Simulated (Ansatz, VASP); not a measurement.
# One calculation of Al2GaP3, two programs

INCAR

```
SYSTEM = Al2GaP3
PREC = Accurate
ENCUT = 520
EDIFF = 1E-6
ISMEAR = 0
SIGMA = 0.02
LREAL = .FALSE.
LASPH = .TRUE.
NELM = 100
ALGO = Normal
ISIF = 2
LWAVE = .FALSE.
LCHARG = .TRUE.
GGA = PE
LELF = .TRUE.
LVHAR = .TRUE.
NBANDS = 26
```

Contents of KPOINTS:

```
regular mesh
0
G
  12 12 4
  0 0 0
```

Contents of POSCAR:

```
Al2GaP3
1.0
    3.8939731197      0.0000000000      0.0000000000
   -1.9469865599      3.3722796434      0.0000000000
    0.0000000000      0.0000000000      9.5392826973
Al Ga P
2 1 3
Direct
    0.0000000000      0.0000000000      0.0001264057
    0.3333333333      0.6666666667      0.6667880583
    0.6666666667      0.3333333333      0.3331589793
    0.0000000000      0.0000000000      0.7499066543
    0.3333333333      0.6666666667      0.4172270516
    0.6666666667      0.3333333333      0.0827928509
```

Input for Ansatz:

```yaml
crystal:
  lattice:
    - [3.8939731197, 0.0, 0.0]
    - [-1.9469865599, 3.3722796434, 0.0]
    - [0.0, 0.0, 9.5392826973]
  atoms:
    - { symbol: Al, position: [0.0, 0.0, 0.0001264057] }
    - { symbol: Al, position: [0.3333333333, 0.6666666667, 0.6667880583] }
    - { symbol: Ga, position: [0.6666666667, 0.3333333333, 0.3331589793] }
    - { symbol: P, position: [0.0, 0.0, 0.7499066543] }
    - { symbol: P, position: [0.3333333333, 0.6666666667, 0.4172270516] }
    - { symbol: P, position: [0.6666666667, 0.3333333333, 0.0827928509] }
basis:
  ecutwfc: 420
kpoints:
  mp_grid: { grid: [12, 12, 4] }
hamiltonian:
  xc: pbe
scf:
  occupations: { method: gaussian, width: 0.02 }
  n_extra_bands: 24
output:
  forces: false
  stress: false
  eigenvalues: true
  optics: { e_range: [0, 14], sigma: 0.1, nscf_kmesh: { grid: [18, 18, 6] } }
checkpoint:
  read: start.run
  write: ck
  compress: false
  write_wavefunctions: false
  write_every: 100000
```

Alike in both runs: task single point; functional PBE; k mesh 12 × 12 × 4; occupations gaussian, width 0.02 eV; no spin polarisation.

|  | VASP | Ansatz |
| --- | --- | --- |
| version | VASP 6.6.1 | Ansatz 0.2.0 |
| potentials or method | VASP PAW PBE potentials, release 64 (Al, Ga_d, P), cutoff 520 eV | scalar-relativistic, plane waves, PAW |
| valence electrons in the cell | 34 | 34 |

```tsv
	VASP	Ansatz	Ansatz less VASP
gap on the k mesh at the Fermi level (eV)	1.61	1.61	+0.001
least direct gap on the mesh (eV)	1.99	1.99	+0.003
```
